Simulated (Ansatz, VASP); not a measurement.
## MgPd: VASP beside Ansatz

File INCAR:

```
  PREC = Accurate
  ENCUT = 520
  EDIFF = 1E-7
  ISMEAR = 1
  SIGMA = 0.15
  LREAL = F
  LASPH = T
  NELM = 80
  ALGO = Normal
  ISIF = 2
  LWAVE = F
  LCHARG = F
  NBANDS = 13
```

File KPOINTS:

```
Automatic mesh
0
Gamma
  10 10 10
```

The input POSCAR:

```
MgPd
1.0
    3.1600000000      0.0000000000      0.0000000000
    0.0000000000      3.1600000000      0.0000000000
    0.0000000000      0.0000000000      3.1600000000
Mg Pd
1 1
Direct
    0.0000000000      0.0000000000      0.0000000000
    0.5000000000      0.5000000000      0.5000000000
```

Input for Ansatz:

```yaml
crystal:
  lattice:
    - [3.16, 0.0, 0.0]
    - [0.0, 3.16, 0.0]
    - [0.0, 0.0, 3.16]
  atoms:
    - { symbol: Mg, position: [0.0, 0.0, 0.0] }
    - { symbol: Pd, position: [0.5, 0.5, 0.5] }
kpoints:
  mp_grid:
    grid: [10, 10, 10]
    shift: [0.0, 0.0, 0.0]
hamiltonian:
  xc: lda
  pseudopotentials:
    kind: paw
scf:
  occupations:
    method: cold
    width: 0.15
output:
  forces: true
  stress: true
  eigenvalues: true
```

Alike in both runs: task single point; functional LDA; k mesh 10 × 10 × 10; no spin polarisation.

```csv
,VASP,Ansatz
version,VASP 6.6.1,Ansatz 0.2.0
potentials or method,"VASP PAW LDA potentials, release 64 (Mg, Pd)","plane waves, PAW"
plane-wave cutoff (eV),520,420
occupations,"methfessel-paxton of order 1, width 0.15 eV","cold, width 0.15 eV"
valence electrons in the cell,12,28
```

Ansatz gave:

| Property | Result |
| --- | --- |
| gap on the k mesh at the Fermi level (eV) | none |
| pressure (GPa) | -5.5 |

**Question.** Estimate VASP's values.

**Answer.** gap on the k mesh at the Fermi level (eV): none; pressure (GPa): -5.8.

LDA's correlation is that of Perdew and Zunger in VASP and of Perdew and Wang (1992) in Ansatz. A gap of «none» marks a metal or a gap that the smearing closes. VASP's potentials hold 12 valence electrons a cell and Ansatz's 28, so a difference there can come from the potentials and not from the codes.
